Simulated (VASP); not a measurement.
# Li3Bi2 (P4/mmm) in VASP: relaxation of cell and atoms with PBE

Aim: the relaxation of cell and atoms of Li3Bi2 with PBE.

Everything below comes from runs of VASP 6.6.1. Logs are shortened: lines on timing, memory, paths and dates and some standing lists are left out, and cuts for length are marked.

## 1. The cell of the first run

It takes space group P4/mmm (No. 123, tetragonal). Conventional cell: a = 5.346 Å, b = 5.346 Å, c = 5.458 Å, α = 90.00°, β = 90.00°, γ = 90.00°. Li (site symmetry 4/mmm) has 4 Bi at 2.67 Å within 3.5 Å. Within 3.6 Å of Li (site symmetry mmm) lie 2 Bi at 2.73 Å. Bi (site symmetry mmm) has 4 Li at 2.67 to 2.73 Å within 3.5 Å.

## 2. Relaxation of cell and atoms, PBE

Contents of INCAR:

```
SYSTEM = Li3Bi2
  ALGO = Normal
  EDIFF = 1E-6
  EDIFFG = -0.01
  ENCUT = 600
  GGA = PE
  IBRION = 2
  ISIF = 3
  ISMEAR = 0
  LASPH = .TRUE.
  LCHARG = .FALSE.
  LREAL = .FALSE.
  LWAVE = .FALSE.
  NELM = 100
  NSW = 100
  PREC = Accurate
  SIGMA = 0.1
```

Contents of KPOINTS:

```
k-points
0
G
  8 8 8
  0 0 0
```

Contents of POSCAR:

```
Li3Bi2
1.0
    5.3462795120      0.0000000000      0.0000000000
    0.0000000000      5.3462795120      0.0000000000
    0.0000000000      0.0000000000      5.4580864973
Li Bi
3 2
Direct
    0.5000000000      0.5000000000      0.5000000000
    0.0000000000      0.5000000000      0.0000000000
    0.5000000000      0.0000000000      0.0000000000
    0.0000000000      0.5000000000      0.5000000000
    0.5000000000      0.0000000000      0.5000000000
```

Potentials or basis: VASP PAW PBE potentials, release 64 (Li_sv, Bi_d).

Run with:

```console
$ cat potpaw_PBE.64/Li_sv/POTCAR potpaw_PBE.64/Bi_d/POTCAR > POTCAR
$ mpirun -np 1 vasp_std > vasp.out
```

OUTCAR:

```text
SYSTEM = Li3Bi2
   EDIFF = 1E-6
   EDIFFG = -0.01
   ENCUT = 600
   GGA = PE
   IBRION = 2
   ISIF = 3
   ISMEAR = 0
   LASPH = .TRUE.
   LREAL = .FALSE.
   NELM = 100
   NSW = 100
   PREC = Accurate

 ion  position               nearest neighbor table
   1  0.500  0.500  0.500-   4 2.67   5 2.67   5 2.67   4 2.67
   2  0.000  0.500  0.000-   4 2.73   4 2.73
   3  0.500  0.000  0.000-   5 2.73   5 2.73
   4  0.000  0.500  0.500-   1 2.67   1 2.67   2 2.73   2 2.73   5 3.78   5 3.78   5 3.78   5 3.78

   5  0.500  0.000  0.500-   1 2.67   1 2.67   3 2.73   3 2.73   4 3.78   4 3.78   4 3.78   4 3.78

  LATTYP: Found a simple tetragonal cell.
 ALAT       =     5.3462795120
 C/A-ratio  =     1.0209130452

  Lattice vectors:

 A1 = (   5.3462795120,   0.0000000000,   0.0000000000)
 A2 = (   0.0000000000,   5.3462795120,   0.0000000000)
 A3 = (   0.0000000000,   0.0000000000,   5.4580864973)

Analysis of symmetry for initial positions (statically):
=====================================================================
 Subroutine PRICEL returns:
 Original cell was already a primitive cell.

 Routine SETGRP: Setting up the symmetry group for a
 simple tetragonal supercell.

 Subroutine GETGRP returns: Found 16 space group operations
 (whereof 16 operations were pure point group operations)
 out of a pool of 16 trial point group operations.

The static configuration has the point symmetry D_4h.

Analysis of symmetry for dynamics (positions and initial velocities):
=====================================================================
 Subroutine PRICEL returns:
 Original cell was already a primitive cell.

 Routine SETGRP: Setting up the symmetry group for a
 simple tetragonal supercell.

 Subroutine GETGRP returns: Found 16 space group operations
 (whereof 16 operations were pure point group operations)
 out of a pool of 16 trial point group operations.

The dynamic configuration has the point symmetry D_4h.

 Subroutine INISYM returns: Found 16 space group operations
 (whereof 16 operations are pure point group operations),
 and found     1 'primitive' translations

----------------------------------------------------------------------------------------

                                     Primitive cell

  volume of cell :     156.0069

  direct lattice vectors                    reciprocal lattice vectors
     5.346279512  0.000000000  0.000000000     0.187045963  0.000000000  0.000000000
     0.000000000  5.346279512  0.000000000     0.000000000  0.187045963  0.000000000
     0.000000000  0.000000000  5.458086497     0.000000000  0.000000000  0.183214392

  length of vectors
     5.346279512  5.346279512  5.458086497     0.187045963  0.187045963  0.183214392

  position of ions in fractional coordinates (direct lattice)
     0.500000000  0.500000000  0.500000000
     0.000000000  0.500000000  0.000000000
     0.500000000  0.000000000  0.000000000
     0.000000000  0.500000000  0.500000000
     0.500000000  0.000000000  0.500000000

  ion indices of the primitive-cell ions
   primitive index   ion index
                 1           1
                 2           2
                 3           3
                 4           4
                 5           5

----------------------------------------------------------------------------------------

 KPOINTS: k-points

Automatic generation of k-mesh.
 Grid dimensions read from file:
 generate k-points for:    8    8    8

 Generating k-lattice:

[... 62 lines left out ...]
   LREAL  =      F    real-space projection
   EDIFFG = -.1E-01   stopping-criterion for IOM
   NSW    =    100    number of steps for IOM
   IBRION =      2    ionic relax: 0-MD 1-quasi-New 2-CG
   NFREE  =      1    steps in history (QN), initial steepest desc. (CG)
   ISIF   =      3    stress and relaxation
   ISYM   =      2    0-nonsym 1-usesym 2-fastsym
   POTIM  = 0.5000    time-step for ionic-motion
   TEBEG  =    0.0;   TEEND  =   0.0 temperature during run
   PSTRESS=    0.0 pullay stress
   NELECT =      39.0000    total number of electrons
   NUPDOWN=      -1.0000    fix difference up-down
   EMIN   =  10.00;   EMAX   =-10.00  energy-range for DOS
   EFERMI =   0.00;   METHOD = LEGACY
   ISMEAR =     0;   SIGMA  =   0.10  broadening in eV -4-tet -1-fermi 0-gaus
   EFERMI_NEDOS =   21; number of points for ismear=-14 and -15
   IALGO  =     38    algorithm
   IMIX   =      4    mixing-type and parameters
     AMIX     =   0.40;   BMIX     =  1.00
     AMIX_MAG =   1.60;   BMIX_MAG =  1.00
  volume/ion in A,a.u.               =      31.20       210.56
  Fermi-wavevector in a.u.,A,eV,Ry     =   1.031292  1.948860 14.470665  1.063564
  Thomas-Fermi vector in A             =   2.165433
   LORBIT       =      0    0 simple, 1 ext, 2 COOP (PROOUT), +10 PAW based schemes
   GGA     = PE    functional components
   LHFCALC =     F    Hartree Fock is set to
   AEXX    =    0.0000 exact exchange contribution
   IVDW    =     0    specifies the selected vdW correction
   LEPSILON=     F    determine dielectric tensor
   LRPA    =     F    only Hartree local field effects (RPA)
 conjugate gradient relaxation of ions
 non-spin polarized calculation
 Gauss-broadening in eV      SIGMA  =   0.10
  energy-cutoff  :      600.00
  volume of cell :      156.01
 maximum number of plane-waves:      5244
 NGX is ok and might be reduce to    48
   NGX = 21   NGY = 21   NGZ = 21

--------------------------------------- Ionic step        1  -------------------------------------------

 number of electron      38.9999987 magnetization

 Free energy of the ion-electron system (eV)
  ---------------------------------------------------
  ext. energy  EPLUGINS =         0.00000000
  ---------------------------------------------------
  free energy    TOTEN  =       -13.98693717 eV

  energy without entropy =      -13.98268526  energy(sigma->0) =      -13.98481122

------------------------ aborting loop because EDIFF is reached ----------------------------------------

  FORCE on cell =-STRESS in cart. coord.  units (eV):
  Direction    XX          YY          ZZ          XY          YZ          ZX
  --------------------------------------------------------------------------------------
  -------------------------------------------------------------------------------------
  Total        0.0419933      0.0419933      0.0671375      0.0000000      0.0000000      0.0000000
  in kB        0.4312676      0.4312676      0.6894962      0.0000000      0.0000000      0.0000000
  external PRESSURE =       0.5173438 kB  Pullay stress =       0.0000000 kB

 VOLUME and BASIS-vectors are now :
 -----------------------------------------------------------------------------
  energy-cutoff  :      600.00
  volume of cell :      156.01
      direct lattice vectors                 reciprocal lattice vectors
     5.346279512  0.000000000  0.000000000     0.187045963  0.000000000  0.000000000
     0.000000000  5.346279512  0.000000000     0.000000000  0.187045963  0.000000000
     0.000000000  0.000000000  5.458086497     0.000000000  0.000000000  0.183214392

 POSITION                                       TOTAL-FORCE (eV/Angst)
 -----------------------------------------------------------------------------------
      2.67314      2.67314      2.72904         0.000000      0.000000      0.000000
      0.00000      2.67314      0.00000         0.000000      0.000000      0.000000
      2.67314      0.00000      0.00000         0.000000      0.000000      0.000000
      0.00000      2.67314      2.72904         0.000000      0.000000      0.000000
      2.67314      0.00000      2.72904         0.000000      0.000000      0.000000
 -----------------------------------------------------------------------------------
    total drift:                                0.000000      0.000000     -0.000000

  FREE ENERGIE OF THE ION-ELECTRON SYSTEM (eV)
  ---------------------------------------------------
  free  energy   TOTEN  =       -13.9869371679 eV

  energy  without entropy=      -13.9826852628  energy(sigma->0) =      -13.98481122

--------------------------------------- Ionic step        2  -------------------------------------------

 number of electron      38.9999988 magnetization

 Free energy of the ion-electron system (eV)
  ---------------------------------------------------
  ext. energy  EPLUGINS =         0.00000000
  ---------------------------------------------------
  free energy    TOTEN  =       -13.98699898 eV

  energy without entropy =      -13.98274049  energy(sigma->0) =      -13.98486974

 E-fermi :   2.3367     XC(G=0):  -7.4680

 val. band max:        2.3308334610   @ k =   0.3750   0.0000   0.1250
 cond. band min:       2.3698430126   @ k =   0.3750   0.0000   0.3750
 fundamental gap:      0.0390095516
 Fermi energy:         2.3366885264

 k-point     1 :       0.0000    0.0000    0.0000
  band No.  band energies     occupation
      1     -44.6061      2.00000
      2     -44.6053      2.00000
      3     -43.9120      2.00000
      4     -19.9011      2.00000
      5     -19.9000      2.00000
      6     -19.8637      2.00000
[... 613 lines left out ...]
     22       4.5027      0.00000
     23       4.7879      0.00000

 [... further k-points ...]
[... 5 lines left out ...]
  --------------------------------------------------------------------------------------
  -------------------------------------------------------------------------------------
  Total        0.0284906      0.0284906      0.0251707      0.0000000      0.0000000      0.0000000
  in kB        0.2921695      0.2921695      0.2581243      0.0000000      0.0000000      0.0000000
  external PRESSURE =       0.2808211 kB  Pullay stress =       0.0000000 kB

 VOLUME and BASIS-vectors are now :
 -----------------------------------------------------------------------------
  energy-cutoff  :      600.00
  volume of cell :      156.23
      direct lattice vectors                 reciprocal lattice vectors
     5.348445683  0.000000000  0.000000000     0.186970208  0.000000000  0.000000000
     0.000000000  5.348445683 -0.000000000     0.000000000  0.186970208 -0.000000000
    -0.000000000  0.000000000  5.461622126    -0.000000000  0.000000000  0.183095787

 POSITION                                       TOTAL-FORCE (eV/Angst)
 -----------------------------------------------------------------------------------
      2.67422      2.67422      2.73081         0.000000      0.000000      0.000000
      0.00000      2.67422     -0.00000        -0.000000      0.000000      0.000000
      2.67422      0.00000      0.00000         0.000000      0.000000      0.000000
     -0.00000      2.67422      2.73081         0.000000     -0.000000      0.000000
      2.67422      0.00000      2.73081        -0.000000      0.000000      0.000000
 -----------------------------------------------------------------------------------
    total drift:                                0.000000      0.000000     -0.000000

  FREE ENERGIE OF THE ION-ELECTRON SYSTEM (eV)
  ---------------------------------------------------
  free  energy   TOTEN  =       -13.9869989834 eV

  energy  without entropy=      -13.9827404891  energy(sigma->0) =      -13.98486974

 reached required accuracy - stopping structural energy minimisation
```

Wall time 7.3 min (1 thread of Intel Xeon Platinum 8259CL at 2.50GHz (Skylake/Cascade Lake), shared host); peak memory 0.52 GiB.

Results:

* Free energy: -13.9870 eV
* Relaxed volume: 31.25 Å³/atom
* Relaxed cell: a = 5.348 Å, b = 5.348 Å, c = 5.462 Å, α = 90.00°, β = 90.00°, γ = 90.00°
* Space group after relaxing (to 0.05 Å): P4/mmm (No. 123)
* Energy gained by relaxing: 0.0 meV/atom
* Ionic steps: 2
* Pressure after relaxing: 0.0 GPa

Final structure:
```
Li Bi
1.0
     5.34845    0.00000    0.00000
     0.00000    5.34845    0.00000
     0.00000    0.00000    5.46162
Li Bi
3 2
Direct
  0.50000 0.50000 0.50000
  0.00000 0.50000 0.00000
  0.50000 0.00000 0.00000
  0.00000 0.50000 0.50000
  0.50000 0.00000 0.50000
```

Levels at points of the mesh, in eV from the Fermi level:
| k point | band 16 | band 17 | band 18 | band 19 | band 20 | band 21 | band 22 | band 23 |
| --- | --- | --- | --- | --- | --- | --- | --- | --- |
| (0.00, 0.00, 0.00) | -2.40 | -2.40 | -2.22 | -0.22 | 0.49 | 1.57 | 1.57 | 3.02 |
| (0.50, 0.00, 0.00) | -1.52 | -1.38 | -1.34 | -1.24 | -0.79 | -0.39 | 2.04 | 2.27 |
| (0.50, 0.50, 0.00) | -3.34 | -2.78 | -1.12 | -1.12 | 2.37 | 2.62 | 2.99 | 3.05 |
| (0.00, 0.00, 0.50) | -3.06 | -2.21 | -2.21 | -0.18 | 1.78 | 1.78 | 2.53 | 2.53 |
| (0.50, 0.00, 0.50) | -2.05 | -1.84 | -1.34 | -0.94 | -0.37 | -0.13 | 2.62 | 3.17 |
| (0.50, 0.50, 0.50) | -3.05 | -2.48 | -1.49 | -1.49 | 0.30 | 1.13 | 2.54 | 3.20 |

Caveat: the cutoff is under 1.25 times the usual one of these potentials, so pressure, stress and relaxed cells hold a basis-set (Pulay) error; spin-orbit coupling is left out, which moves the levels of the heavy elements.
